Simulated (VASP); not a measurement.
Write the native input for VASP 6.6.1 that does the following.

```yaml
Task: single point
Functional: PBE
Dispersion: D3(BJ)
Potentials_or_basis: VASP PAW PBE potentials, release 64 (Zn, O, Ge_d, H)
Cutoff: 520 eV
k_mesh: 2 × 2 × 1
Occupations: fermi-dirac, width 0.05 eV
Spin: no spin polarisation
Dipole_correction: no
Further_INCAR_settings: LREAL = Auto; ALGO = Normal; EDIFF = 1e-06; NBANDS = 75
```

The structure of Zn6GeH2O6 lies in POSCAR:

```
Zn6GeH2O6
1.0
    5.6348810000      0.0000000000      0.0000000000
   -2.8174400000      5.4554530000      0.0000000000
    0.0000000000      0.0000000000     16.4747620000
Zn O Ge H
6 6 1 2
Direct
    0.3333333300      0.0000000000      0.0606989000
    0.3562572420      0.5200078082      0.0772012164
    0.8795874429      0.0474138872      0.1440808113
    0.9018567059      0.5422043885      0.1434183001
    0.3368100725      0.0362152667      0.2245965150
    0.4735583640      0.6620874132      0.2593042200
    0.1399284490      0.6660786589      0.0445369707
    0.1441320908      0.1829291807      0.0593696004
    0.6533439898      0.6864520426      0.1484245948
    0.6246194968      0.1842753137      0.1448850694
    0.1587275398      0.6862860561      0.2332292630
    0.0965879550      0.1625641116      0.2535545710
   -0.1504445919     -0.0236693178      0.3344006693
    0.0154909810     -0.0838138296      0.3974100964
   -0.2086000637      0.1778167954      0.3741044720
```

These files were run (other wordings do the same):

INCAR

```
PREC = Accurate
ENCUT = 520
EDIFF = 1E-6
ISMEAR = -1
SIGMA = 0.05
LREAL = Auto
LASPH = T
NELM = 60
ALGO = Normal
ISIF = 2
LWAVE = F
LCHARG = F
GGA = PE
IVDW = 12
NBANDS = 75
```

KPOINTS

```
Automatic mesh
0
Gamma
  2 2 1
```

Potentials or basis: VASP PAW PBE potentials, release 64 (Zn, O, Ge_d, H).

Launch:

```console
$ cat potpaw_PBE.64/Zn/POTCAR potpaw_PBE.64/O/POTCAR potpaw_PBE.64/Ge_d/POTCAR potpaw_PBE.64/H/POTCAR > POTCAR
$ mpirun -np 1 vasp_std > vasp.out
```

It gave:

```yaml
Largest_force: 0.103 eV/Å
Band_gap_on_the_k_mesh: 1.62 eV, direct
Dispersion_energy_per_atom: -0.128 eV
```

Caveat: the k points lie up to 0.63 Å⁻¹ apart.

Run time: 7.1 min on 1 thread of Intel(R) Xeon(R) Platinum 8259CL CPU @ 2.50GHz (Skylake/Cascade Lake) (shared host), peak memory 0.59 GiB.
